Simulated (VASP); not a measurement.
A run of VASP 6.6.1 is set up as follows.

File INCAR:

```
PREC = Accurate
ENCUT = 450
EDIFF = 1E-7
ISMEAR = 0
SIGMA = 0.01
LREAL = F
LASPH = T
NELM = 120
ALGO = Normal
ISIF = 2
LWAVE = F
LCHARG = F
GGA = PE
IBRION = 2
NSW = 50
EDIFFG = -0.02
GGA_COMPAT = F
NELMIN = 4
```

Contents of KPOINTS:

```
Automatic mesh
0
Gamma
  4 4 4
```

The input POSCAR:

```
ZnS
1.0
    0.0000000000      2.7020000000      2.7020000000
    2.7020000000      0.0000000000      2.7020000000
    2.7020000000      2.7020000000      0.0000000000
Zn S
1 1
Direct
    0.2500000000      0.2500000000      0.2500000000
    0.0000000000      0.0000000000      0.0000000000
```

Potentials or basis: VASP PAW PBE potentials, release 64 (Zn, S).

Launch:

```console
$ cat potpaw_PBE.64/Zn/POTCAR potpaw_PBE.64/S/POTCAR > POTCAR
$ mpirun -np 1 vasp_std > vasp.out
```

(1) What does it give for the band gap on the k mesh?

Answers

(1) 2.10 eV, direct.

Caveat: the k points lie up to 0.50 Å⁻¹ apart; the relaxation stopped at its first step, so nothing moved.
